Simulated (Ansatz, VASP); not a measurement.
**Two plane-wave programs on NaCl**

```xyz
2
Lattice="0.0000 2.8407 2.8407 2.8407 0.0000 2.8407 2.8407 2.8407 0.0000" Properties=species:S:1:pos:R:3 pbc="T T T"
Na    0.0000    0.0000    0.0000
Cl    2.8407    2.8407    2.8407
```

Alike in both runs: functional r2SCAN; k mesh 10 × 10 × 10; occupations fermi-dirac, width 0.02 eV; no spin polarisation.

Ansatz relaxed the structure, and its values are those at the end. VASP's run is a single point on that final structure, the one shown.

|  | VASP | Ansatz |
| --- | --- | --- |
| version | VASP 6.6.1 | Ansatz 0.2.0 |
| potentials or method | VASP PAW PBE potentials, release 64 (Na_pv, Cl), cutoff 520 eV | PAW plane waves |
| valence electrons in the cell | 14 | 16 |

```csv
,VASP,Ansatz,Ansatz less VASP
gap on the k mesh at the Fermi level (eV),5.83,5.81,-0.024
pressure (GPa),-1.2,-1.0,+0.22
```

VASP's potentials were made for PBE, not for r2SCAN. VASP's potentials hold 14 valence electrons a cell and Ansatz's 16, so a difference there can come from the potentials and not from the codes. Ansatz's warnings: stress scf threshold loose.
